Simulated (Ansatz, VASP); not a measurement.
**Cr: VASP beside Ansatz**

File INCAR:

```
ALGO = Normal ; EDIFF = 1E-6
ENCUT = 520 ; GGA = RP
ISIF = 2 ; ISMEAR = -1
LASPH = True ; LCHARG = False
LREAL = False ; LWAVE = False
NBANDS = 12 ; NELM = 60
PREC = Accurate ; SIGMA = 0.1
```

File KPOINTS:

```
k-points
0
Gamma
  17 17 17
```

The input POSCAR:

```
Cr
1.0
    0.0000000000      1.7751828969      1.7751828969
    1.7751828969      0.0000000000      1.7751828969
    1.7751828969      1.7751828969      0.0000000000
Cr
1
Direct
    0.0000000000      0.0000000000      0.0000000000
```

Input for Ansatz:

```yaml
crystal:
  lattice:
    - [0.0, 1.7751828969, 1.7751828969]
    - [1.7751828969, 0.0, 1.7751828969]
    - [1.7751828969, 1.7751828969, 0.0]
  atoms:
    - { symbol: Cr, position: [0.0, 0.0, 0.0] }
hamiltonian:
  xc: rpbe
  pseudopotentials:
    kind: paw
    azcp:
      Cr: "pseudopotentials/Cr.paw.azcp"
basis:
  ecutwfc: 420
  fft_grid_basis: typed
kpoints:
  mp_grid: { grid: [17, 17, 17], shift: [0, 0, 0] }
magnetization:
  spin_polarized: false
scf:
  occupations: { method: fermi_dirac, width: 0.1 }
  lower_state_search: "off"
output:
  stress: true
  write_density: true
  write_potential: true
  elf: true
  volumetric_format: npy
```

Alike in both runs: task single point; functional RPBE; k mesh 17 × 17 × 17; occupations fermi-dirac, width 0.1 eV; no spin polarisation.

|  | VASP | Ansatz |
| --- | --- | --- |
| version | VASP 6.6.1 | Ansatz 0.2.0 |
| potentials or method | VASP PAW PBE potentials, release 64 (Cr_pv), cutoff 520 eV | plane waves (420 eV) with PAW, scalar-relativistic |
| valence electrons in the cell | 12 | 14 |

```csv
,VASP,Ansatz,Ansatz less VASP
pressure (GPa),21.5,22.0,+0.47
```

VASP's potentials were made for PBE, not for RPBE. With one functional, cell and mesh, what is left measures potentials, basis and numerics. VASP's potentials hold 12 valence electrons a cell and Ansatz's 14, so a difference there can come from the potentials and not from the codes.
